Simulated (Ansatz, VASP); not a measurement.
# Two plane-wave programs on Co2PtO4

Contents of INCAR:

```
ALGO = Normal ; DIPOL = 0.5 0.5 0.500
EDIFF = 1E-6 ; ENCUT = 520
GGA = PE ; IDIPOL = 3
ISIF = 2 ; ISMEAR = -1
ISPIN = 2 ; LASPH = T
LCHARG = F ; LDIPOL = T
LMAXMIX = 4 ; LORBIT = 11
LREAL = F ; LWAVE = F
MAGMOM = 0 0 0 0 2 2 0 ; NBANDS = 39
NELM = 150 ; PREC = Accurate
SIGMA = 0.05
```

KPOINTS

```
k-points
0
Gamma
  11 11 1
```

POSCAR

```
Co2PtO4
1.0
    2.8245398345      0.0000000000      0.0000000000
   -1.4122699173      2.4461232507      0.0000000000
    0.0000000000      0.0000000000     22.8788124025
O Co Pt
4 2 1
Direct
    0.0000000000      0.0000000000      0.3278142182
    0.6666666667      0.3333333333      0.4125836222
    0.6666666667      0.3333333333      0.5874163778
    0.3333333333      0.6666666667      0.6721857818
    0.3333333333      0.6666666667      0.3701989202
    0.0000000000      0.0000000000      0.6298010798
    0.6666666667      0.3333333333      0.5000000000
```

The input input.yaml:

```yaml
crystal:
  lattice:
    - [2.8245398345, 0.0, 0.0]
    - [-1.4122699173, 2.4461232507, 0.0]
    - [0.0, 0.0, 22.8788124025]
  atoms:
    - { symbol: O, position: [0.0, 0.0, 0.3278142182] }
    - { symbol: Co, position: [0.3333333333, 0.6666666667, 0.3701989202], spin: 2.0 }
    - { symbol: O, position: [0.6666666667, 0.3333333333, 0.4125836222] }
    - { symbol: Pt, position: [0.6666666667, 0.3333333333, 0.5] }
    - { symbol: O, position: [0.6666666667, 0.3333333333, 0.5874163778] }
    - { symbol: Co, position: [0.0, 0.0, 0.6298010798], spin: 2.0 }
    - { symbol: O, position: [0.3333333333, 0.6666666667, 0.6721857818] }
hamiltonian:
  xc: pbe
  pseudopotentials: { kind: paw }
magnetization:
  spin_polarized: true
kpoints:
  mp_grid: { grid: [11, 11, 1] }
scf:
  occupations: { method: fermi_dirac, width: 0.05 }
output:
  forces: true
  eigenvalues: true
  write_density: true
  write_potential: true
  elf: true
  volumetric_format: npy
efield:
  axis: 3
  dipole_correction: true
  ramp_width: 0.04
```

Alike in both runs: task single point; functional PBE; k mesh 11 × 11 × 1; occupations fermi-dirac, width 0.05 eV; collinear spin.

|  | VASP | Ansatz |
| --- | --- | --- |
| version | VASP 6.6.1 | Ansatz 0.2.0 |
| potentials or method | VASP PAW PBE potentials, release 64 (O, Co, Pt) | Ansatz PAW |
| plane-wave cutoff (eV) | 520 | 420 |
| valence electrons in the cell | 52 | 76 |

```csv
,VASP,Ansatz,Ansatz less VASP
gap on the k mesh at the Fermi level (eV),none,none,-
rms of the force components (eV/Å),0.629,0.640,+0.0113
net moment per atom (μB),0.13,0.13,+0.001
size of the moment on the site where the two differ most (μB),0.34,0.32,-0.018
```

Site moments also hang on the region over which each program counts them. A gap of «none» marks a metal or a gap that the smearing closes. VASP's potentials hold 52 valence electrons a cell and Ansatz's 76, so a difference there can come from the potentials and not from the codes.

Spin-orbit coupling is off throughout.
